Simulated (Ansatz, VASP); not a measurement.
# One calculation of Si2Ni, two programs

```
Si Ni
1.0
     0.00000    2.69549    2.69549
     2.69549    0.00000    2.69549
     2.69549    2.69549    0.00000
Si Ni
2 1
Direct
  0.25000 0.25000 0.25000
  0.75000 0.75000 0.75000
  0.00000 0.00000 0.00000
```

Alike in both runs: functional PBEsol; k mesh 14 × 14 × 14; occupations fermi-dirac, width 0.1 eV; no spin polarisation.

Ansatz relaxed the structure, and its values are those at the end. VASP's run is a single point on that final structure, the one shown.

|  | VASP | Ansatz |
| --- | --- | --- |
| version | VASP 6.6.1 | Ansatz 0.2.0 |
| potentials or method | VASP PAW PBE potentials, release 64 (Si, Ni) | PAW with Ansatz's default frozen-core files, scalar-relativistic |
| plane-wave cutoff (eV) | 520 | 420 |
| valence electrons in the cell | 18 | 26 |

Ansatz gave:

```
pressure (GPa) : 0.0
```

**Question.** Which values does VASP return?

**Answer.** Pressure (GPa): 0.1.

VASP's potentials were made for PBE, not for PBEsol. The functional is the same, so the differences come from potentials, cutoffs and numerics. VASP's potentials hold 18 valence electrons a cell and Ansatz's 26, so a difference there can come from the potentials and not from the codes.
